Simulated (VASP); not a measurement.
# Sn2TeAs2 (P4mm) in VASP: further runs

Sn2TeAs2 is run at these levels: PBE; tasks: single point, relaxation of cell and atoms.

Everything below comes from runs of VASP 6.6.1. Logs are shortened: lines on timing, memory, paths and dates and some standing lists are left out, and cuts for length are marked.

**1. The cell of the first run**

Symmetry: P4mm, No. 99, tetragonal system. Conventional cell: a = 4.044 Å, b = 4.044 Å, c = 8.234 Å, α = 90.00°, β = 90.00°, γ = 90.00°. Within 3.8 Å of Sn (site symmetry 4mm) lie 4 Te at 2.87 Å and 1 As at 2.99 Å. Within 2.3 Å of Sn (site symmetry 4mm) lie 1 As at 1.74 Å. Te (site symmetry 4mm) has 5 Sn at 2.87 to 3.01 Å and 1 As at 3.48 Å within 3.8 Å. As (site symmetry 4mm) has 1 Sn at 1.74 Å within 2.3 Å. Within 3.8 Å of As (site symmetry 4mm) lie 4 As at 2.87 Å and 5 Sn at 2.99 to 3.49 Å.

The cell was generated, and may not be a known phase.

**2. Single point, PBE**

INCAR reads:

```
SYSTEM = Sn2TeAs2
ALGO     = Normal         ! electronic algorithm
EDIFF    = 1E-6           ! SCF threshold, eV
ENCUT    = 520            ! plane-wave cutoff, eV
GGA      = PE             ! functional
ISIF     = 2              ! what is computed and relaxed
ISMEAR   = 0              ! smearing method
LASPH    = .True.         ! aspherical terms in the spheres
LCHARG   = .True.         ! write CHGCAR
LELF     = .True.         ! ELF
LREAL    = .False.        ! projectors in reciprocal space
LVHAR    = .True.       
LWAVE    = .False.        ! write WAVECAR
NBANDS   = 30             ! bands
NELM     = 60             ! most SCF steps
PREC     = Accurate       ! precision mode
SIGMA    = 0.1            ! smearing width, eV
```

KPOINTS reads:

```
k-points
0
Gamma
  4 4 2
  0 0 0
```

POSCAR reads:

```
Sn2TeAs2
1.0
    4.0441398000      0.0000000000      0.0000000000
    0.0000000000      4.0441398000      0.0000000000
    0.0000000000      0.0000000000      8.2341304900
Sn Te As
2 1 2
Direct
    0.5000000000      0.5000000000      0.3220931300
    0.0000000000      0.0000000000      0.9272112700
    0.0000000000      0.0000000000      0.2930861400
    0.0000000000      0.0000000000      0.7154248000
    0.5000000000      0.5000000000      0.6851934500
```

Potentials or basis: VASP PAW PBE potentials, release 64 (Sn_d, Te, As).

Launch:

```console
> cat potpaw_PBE.64/Sn_d/POTCAR potpaw_PBE.64/Te/POTCAR potpaw_PBE.64/As/POTCAR > POTCAR
> mpirun -np 1 vasp_std > vasp.out
```

OUTCAR:

```text
SYSTEM = Sn2TeAs2
   EDIFF = 1E-6
   ENCUT = 520
   GGA = PE
   ISIF = 2
   ISMEAR = 0
   LASPH = .True.
   LREAL = .False.
   NELM = 60
   PREC = Accurate

 ion  position               nearest neighbor table
   1  0.500  0.500  0.322-   3 2.87   3 2.87   3 2.87   3 2.87   5 2.99
   2  0.000  0.000  0.927-   4 1.74   3 3.01
   3  0.000  0.000  0.293-   1 2.87   1 2.87   1 2.87   1 2.87   2 3.01
   4  0.000  0.000  0.715-   2 1.74   5 2.87   5 2.87   5 2.87   5 2.87
   5  0.500  0.500  0.685-   4 2.87   4 2.87   4 2.87   4 2.87   1 2.99

  LATTYP: Found a simple tetragonal cell.
 ALAT       =     4.0441398000
 C/A-ratio  =     2.0360647498

  Lattice vectors:

 A1 = (   4.0441398000,   0.0000000000,   0.0000000000)
 A2 = (   0.0000000000,   4.0441398000,   0.0000000000)
 A3 = (   0.0000000000,   0.0000000000,   8.2341304900)

Analysis of symmetry for initial positions (statically):
=====================================================================
 Subroutine PRICEL returns:
 Original cell was already a primitive cell.

 Routine SETGRP: Setting up the symmetry group for a
 simple tetragonal supercell.

 Subroutine GETGRP returns: Found  8 space group operations
 (whereof  8 operations were pure point group operations)
 out of a pool of 16 trial point group operations.

The static configuration has the point symmetry C_4v.

Analysis of symmetry for dynamics (positions and initial velocities):
=====================================================================
 Subroutine PRICEL returns:
 Original cell was already a primitive cell.

 Routine SETGRP: Setting up the symmetry group for a
 simple tetragonal supercell.

 Subroutine GETGRP returns: Found  8 space group operations
 (whereof  8 operations were pure point group operations)
 out of a pool of 16 trial point group operations.

The dynamic configuration has the point symmetry C_4v.

 Subroutine INISYM returns: Found  8 space group operations
 (whereof  8 operations are pure point group operations),
 and found     1 'primitive' translations

----------------------------------------------------------------------------------------

                                     Primitive cell

  volume of cell :     134.6698

  direct lattice vectors                    reciprocal lattice vectors
     4.044139800  0.000000000  0.000000000     0.247271373  0.000000000  0.000000000
     0.000000000  4.044139800  0.000000000     0.000000000  0.247271373  0.000000000
     0.000000000  0.000000000  8.234130490     0.000000000  0.000000000  0.121445731

  length of vectors
     4.044139800  4.044139800  8.234130490     0.247271373  0.247271373  0.121445731

  position of ions in fractional coordinates (direct lattice)
     0.500000000  0.500000000  0.322093130
     0.000000000  0.000000000  0.927211270
     0.000000000  0.000000000  0.293086140
     0.000000000  0.000000000  0.715424800
     0.500000000  0.500000000  0.685193450

  ion indices of the primitive-cell ions
   primitive index   ion index
                 1           1
                 2           2
                 3           3
                 4           4
                 5           5

----------------------------------------------------------------------------------------

 KPOINTS: k-points

Automatic generation of k-mesh.
 Grid dimensions read from file:
 generate k-points for:    4    4    2

 Generating k-lattice:

  Cartesian coordinates                     Fractional coordinates (reciprocal lattice)
     0.061817843  0.000000000  0.000000000     0.250000000  0.000000000  0.000000000
     0.000000000  0.061817843  0.000000000     0.000000000  0.250000000  0.000000000
     0.000000000  0.000000000  0.060722866     0.000000000  0.000000000  0.500000000

  Length of vectors
     0.061817843  0.061817843  0.060722866

  Shift w.r.t. Gamma in fractional coordinates (k-lattice)
     0.000000000  0.000000000  0.000000000

 Subroutine IBZKPT returns following result:
 ===========================================

 Found     12 irreducible k-points:

 Following reciprocal coordinates:
            Coordinates               Weight
  0.000000  0.000000  0.000000      1.000000
  0.250000  0.000000  0.000000      4.000000
  0.500000  0.000000  0.000000      2.000000
  0.250000  0.250000  0.000000      4.000000
  0.500000  0.250000  0.000000      4.000000
  0.500000  0.500000  0.000000      1.000000
  0.000000  0.000000  0.500000      1.000000
  0.250000  0.000000  0.500000      4.000000
  0.500000  0.000000  0.500000      2.000000
  0.250000  0.250000  0.500000      4.000000
  0.500000  0.250000  0.500000      4.000000
  0.500000  0.500000  0.500000      1.000000
   k-points           NKPTS =     12   k-points in BZ     NKDIM =     12   number of bands    NBANDS=     30
   number of dos      NEDOS =    301   number of ions     NIONS =      5
   total plane-waves  NPLWV =  57600
   dimension x,y,z NGX =    30 NGY =   30 NGZ =   64
   dimension x,y,z NGXF=    60 NGYF=   60 NGZF=  128
   ions per type =               2   1   2
   NGX,Y,Z   is equivalent  to a cutoff of  12.33, 12.33, 12.92 a.u.
   NGXF,Y,Z  is equivalent  to a cutoff of  24.66, 24.66, 25.84 a.u.
 SYSTEM =  Sn2TeAs2
   PREC   = accura    normal or accurate (medium, high low for compatibility)
   ISTART =      0    job   : 0-new  1-cont  2-samecut
   ICHARG =      2    charge: 1-file 2-atom 10-const
   ISPIN  =      1    spin polarized calculation?
   LNONCOLLINEAR =      F non collinear calculations
   LSORBIT =      F    spin-orbit coupling
   LASPH  =      T    aspherical Exc in radial PAW
   ENCUT  =  520.0 eV  38.22 Ry    6.18 a.u.   7.52  7.52 15.31*2*pi/ulx,y,z
   NELM   =     60;   NELMIN=  2; NELMDL= -5     # of ELM steps
   EDIFF  = 0.1E-05   stopping-criterion for ELM
   LREAL  =      F    real-space projection
[... 7 lines left out ...]
   TEBEG  =    0.0;   TEEND  =   0.0 temperature during run
   PSTRESS=    0.0 pullay stress
   NELECT =      44.0000    total number of electrons
   NUPDOWN=      -1.0000    fix difference up-down
   EMIN   =  10.00;   EMAX   =-10.00  energy-range for DOS
   EFERMI =   0.00;   METHOD = LEGACY
   ISMEAR =     0;   SIGMA  =   0.10  broadening in eV -4-tet -1-fermi 0-gaus
   EFERMI_NEDOS =   21; number of points for ismear=-14 and -15
   IALGO  =     38    algorithm
   IMIX   =      4    mixing-type and parameters
     AMIX     =   0.40;   BMIX     =  1.00
     AMIX_MAG =   1.60;   BMIX_MAG =  1.00
  volume/ion in A,a.u.               =      26.93       181.76
  Fermi-wavevector in a.u.,A,eV,Ry     =   1.127550  2.130760 17.298017  1.271368
  Thomas-Fermi vector in A             =   2.264236
   LORBIT       =      0    0 simple, 1 ext, 2 COOP (PROOUT), +10 PAW based schemes
   GGA     = PE    functional components
   LHFCALC =     F    Hartree Fock is set to
   AEXX    =    0.0000 exact exchange contribution
   IVDW    =     0    specifies the selected vdW correction
   LEPSILON=     F    determine dielectric tensor
   LRPA    =     F    only Hartree local field effects (RPA)
 non-spin polarized calculation
 Gauss-broadening in eV      SIGMA  =   0.10
  energy-cutoff  :      520.00
  volume of cell :      134.67
 maximum number of plane-waves:      3663
   NGX = 15   NGY = 15   NGZ = 31

 number of electron      44.0000019 magnetization

 Free energy of the ion-electron system (eV)
  ---------------------------------------------------
  ext. energy  EPLUGINS =         0.00000000
  ---------------------------------------------------
  free energy    TOTEN  =        -8.62451931 eV

  energy without entropy =       -8.60731485  energy(sigma->0) =       -8.61591708

 E-fermi :   6.4795     XC(G=0):  -9.6245

 val. band max:        6.4110720346   @ k =   0.2500   0.2500   0.5000
 cond. band min:       6.5277059500   @ k =   0.5000   0.0000   0.0000
 fundamental gap:      0.1166339153
 Fermi energy:         6.4794631602

 k-point     1 :       0.0000    0.0000    0.0000
  band No.  band energies     occupation
      1     -17.8283      2.00000
      2     -16.8306      2.00000
      3     -16.8306      2.00000
      4     -16.2714      2.00000
      5     -16.2460      2.00000
      6     -15.2431      2.00000
[... 22 lines left out ...]
     29      10.6384      0.00000
     30      12.3283      0.00000

 k-point     2 :       0.2500    0.0000    0.0000
  band No.  band energies     occupation
      1     -17.8262      2.00000
      2     -16.8347      2.00000
      3     -16.8302      2.00000
      4     -16.2635      2.00000
      5     -16.2488      2.00000
      6     -15.2554      2.00000
[... 22 lines left out ...]
     29      10.2209      0.00000
     30      11.2000      0.00000

 k-point     3 :       0.5000    0.0000    0.0000
  band No.  band energies     occupation
      1     -17.8242      2.00000
      2     -16.8388      2.00000
      3     -16.8298      2.00000
      4     -16.2557      2.00000
      5     -16.2516      2.00000
      6     -15.2676      2.00000
[... 22 lines left out ...]
     29      10.0204      0.00000
     30      12.2183      0.00000

 k-point     4 :       0.2500    0.2500    0.0000
  band No.  band energies     occupation
      1     -17.8243      2.00000
      2     -16.8343      2.00000
      3     -16.8340      2.00000
      4     -16.2556      2.00000
      5     -16.2519      2.00000
      6     -15.2703      2.00000
[... 220 lines left out ...]
     29      11.2396      0.00000
     30      12.4426      0.00000

 k-point    11 :       0.5000    0.2500    0.5000
  band No.  band energies     occupation
      1     -17.8223      2.00000
      2     -16.8381      2.00000
      3     -16.8336      2.00000
      4     -16.2550      2.00000
      5     -16.2476      2.00000
      6     -15.2849      2.00000
[... 22 lines left out ...]
     29      11.1830      0.00000
     30      11.6367      0.00000

 k-point    12 :       0.5000    0.5000    0.5000
  band No.  band energies     occupation
      1     -17.8205      2.00000
      2     -16.8375      2.00000
      3     -16.8375      2.00000
      4     -16.2584      2.00000
      5     -16.2395      2.00000
      6     -15.3020      2.00000
[... 22 lines left out ...]
     29      11.7735      0.00000
     30      13.7360      0.00000

------------------------ aborting loop because EDIFF is reached ----------------------------------------

  FORCE on cell =-STRESS in cart. coord.  units (eV):
  Direction    XX          YY          ZZ          XY          YZ          ZX
  --------------------------------------------------------------------------------------
  -------------------------------------------------------------------------------------
  Total        6.3272751      6.3272751     70.9730402      0.0000000      0.0000000     -0.0000000
  in kB       75.2761220     75.2761220    844.3721993      0.0000000      0.0000000     -0.0000000
  external PRESSURE =     331.6414811 kB  Pullay stress =       0.0000000 kB

 VOLUME and BASIS-vectors are now :
 -----------------------------------------------------------------------------
  energy-cutoff  :      520.00
  volume of cell :      134.67
      direct lattice vectors                 reciprocal lattice vectors
     4.044139800  0.000000000  0.000000000     0.247271373  0.000000000  0.000000000
     0.000000000  4.044139800  0.000000000     0.000000000  0.247271373  0.000000000
     0.000000000  0.000000000  8.234130490     0.000000000  0.000000000  0.121445731

 POSITION                                       TOTAL-FORCE (eV/Angst)
 -----------------------------------------------------------------------------------
      2.02207      2.02207      2.65216         0.000000     -0.000000      0.746788
      0.00000      0.00000      7.63478         0.000000      0.000000     40.172416
      0.00000      0.00000      2.41331         0.000000      0.000000      0.533117
      0.00000      0.00000      5.89090         0.000000      0.000000    -41.160272
      2.02207      2.02207      5.64197         0.000000      0.000000     -0.292049
 -----------------------------------------------------------------------------------
    total drift:                                0.000000      0.000000     -0.000491

  FREE ENERGIE OF THE ION-ELECTRON SYSTEM (eV)
  ---------------------------------------------------
  free  energy   TOTEN  =        -8.6245193146 eV

  energy  without entropy=       -8.6073148478  energy(sigma->0) =       -8.61591708
```

It took 32 s on 1 thread of Intel Xeon Platinum 8488C (Sapphire Rapids), shared host; peak memory 0.25 GiB.

Results:

```yaml
Free_energy: -8.6245 eV
Pressure: 33.2 GPa
Largest_force: 41.160 eV/Å
Band_gap_on_the_k_mesh: zero (bands 22 and 23 overlap by 1.64 eV)
```

Forces in eV/Å, atoms in the order of the input:
```
Sn    0.000   0.000   0.747
Sn    0.000   0.000  40.172
Te    0.000   0.000   0.533
As    0.000   0.000 -41.160
As    0.000   0.000  -0.292
```

Caveat: the k points lie up to 0.39 Å⁻¹ apart, too coarse for converged energies and pressures of a metal; atoms lie so close that the PAW spheres overlap strongly, which falsifies energies and pressures; spin-orbit coupling is left out, which moves the levels of the heavy elements; forces of over 1 eV/Å act on the atoms, so gaps and moduli don't describe the material at rest.

**3. Single point, PBE**

This run uses another cell than the first one, of 30.40 Å³/atom.

INCAR reads:

```
SYSTEM = Sn2TeAs2
PREC = Accurate ; ENCUT = 520
EDIFF = 1E-6 ; ISMEAR = 0
SIGMA = 0.1 ; LREAL = .False.
LASPH = .True. ; NELM = 100
ALGO = Normal ; ISIF = 2
LWAVE = .False. ; LCHARG = .False.
GGA = PE ; NBANDS = 30
```

KPOINTS reads:

```
Automatic mesh
0
Gamma
  4 4 2
  0 0 0
```

POSCAR reads:

```
Sn2TeAs2
1.0
    4.1442280014      0.0000000000      0.0000000000
    0.0000000000      4.1442280014      0.0000000000
    0.0000000000      0.0000000000      8.8489451959
Sn Te As
2 1 2
Direct
    0.5000000000      0.5000000000      0.3766812655
    0.0000000000      0.0000000000      0.9426334247
    0.0000000000      0.0000000000      0.2944103066
    0.0000000000      0.0000000000      0.6401644288
    0.5000000000      0.5000000000      0.6891193644
```

Potentials or basis: VASP PAW PBE potentials, release 64 (Sn_d, Te, As).

Launch:

```console
> cat potpaw_PBE.64/Sn_d/POTCAR potpaw_PBE.64/Te/POTCAR potpaw_PBE.64/As/POTCAR > POTCAR
> mpirun -np 1 vasp_std > vasp.out
```

It took 30 s on 1 thread of Intel Xeon Platinum 8488C (Sapphire Rapids), shared host; peak memory 0.28 GiB.

It converged, with:

| Item | Value |
| --- | --- |
| Free energy | -19.2553 eV |
| Pressure | 0.0 GPa |
| Largest force | 0.016 eV/Å |
| Band gap on the k mesh | zero (bands 22 and 23 overlap by 1.72 eV) |

Forces on the atoms (eV/Å):
```
Sn   0.000  0.000  0.001
Sn   0.000  0.000  0.016
Te   0.000  0.000 -0.001
As   0.000  0.000 -0.010
As   0.000  0.000 -0.006
```

Levels at points of the mesh, in eV from the Fermi level:
```tsv
k point	band 18	band 19	band 20	band 21	band 22	band 23	band 24	band 25	band 26	band 27
(0.00, 0.00, 0.00)	-2.86	-2.36	-2.17	-2.17	-0.22	1.92	1.92	2.95	3.46	3.46
(0.50, 0.00, 0.00)	-1.82	-1.58	-0.86	-0.69	-0.54	-0.48	-0.02	1.13	1.52	1.55
(0.50, 0.50, 0.00)	-4.23	-4.23	-1.77	-1.66	-1.32	-0.76	-0.76	3.16	3.51	3.51
(0.00, 0.00, 0.50)	-3.17	-2.28	-2.28	-0.81	0.96	2.01	2.28	2.28	3.04	3.43
(0.50, 0.00, 0.50)	-1.58	-1.51	-0.69	-0.65	-0.62	-0.51	0.98	1.50	1.77	1.82
(0.50, 0.50, 0.50)	-4.37	-4.37	-3.84	-1.63	-0.32	-0.32	1.67	2.25	2.25	2.25
```

Caveat: the k points lie up to 0.38 Å⁻¹ apart, too coarse for converged energies and pressures of a metal; spin-orbit coupling is left out, which moves the levels of the heavy elements.

(Continued in part 2 of 2.)

The gap in the log of VASP goes by the Fermi energy; the results here count the filled bands.